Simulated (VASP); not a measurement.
Ge: single point with LDA

Ge, a slab with vacuum:

```
Ge
1.0
     3.70220    0.00000    0.00000
     0.00000    3.70220    0.00000
     0.00000    0.00000    8.21370
Ge
2
Direct
  0.00000 0.00000 0.00000
  0.50000 0.50000 0.00000
```

```yaml
Program: VASP 6.6.1
Task: single point
Functional: LDA
Potentials_or_basis: VASP PAW LDA potentials, release 64 (Ge_d)
Cutoff: 520 eV
k_mesh: 6 × 6 × 3
Occupations: gaussian, width 0.1 eV
Spin: no spin polarisation
Dipole_correction: no
Further_INCAR_settings: ALGO = Normal; EDIFF = 1e-07; NBANDS = 21
```

The band gap on the k mesh is zero (band 14 reaches -0.79 eV, above the bottom of band 15 at -2.14 eV).

Levels at points of the mesh, in eV from the Fermi level:
| k point | band 11 | band 12 | band 13 | band 14 | band 15 | band 16 | band 17 | band 18 |
| --- | --- | --- | --- | --- | --- | --- | --- | --- |
| (0.00, 0.00, 0.00) | -11.51 | -2.65 | -2.32 | -1.19 | -1.19 | 2.89 | 4.77 | 4.86 |
| (0.50, 0.00, 0.00) | -8.88 | -8.88 | -0.03 | -0.03 | 1.81 | 1.81 | 3.36 | 3.36 |
| (0.50, 0.50, 0.00) | -7.17 | -7.17 | -4.52 | -4.52 | 1.18 | 1.18 | 5.33 | 5.33 |

It took 96 s on 1 thread of Intel Xeon 6975P-C (shared host), peak memory 0.19 GiB.
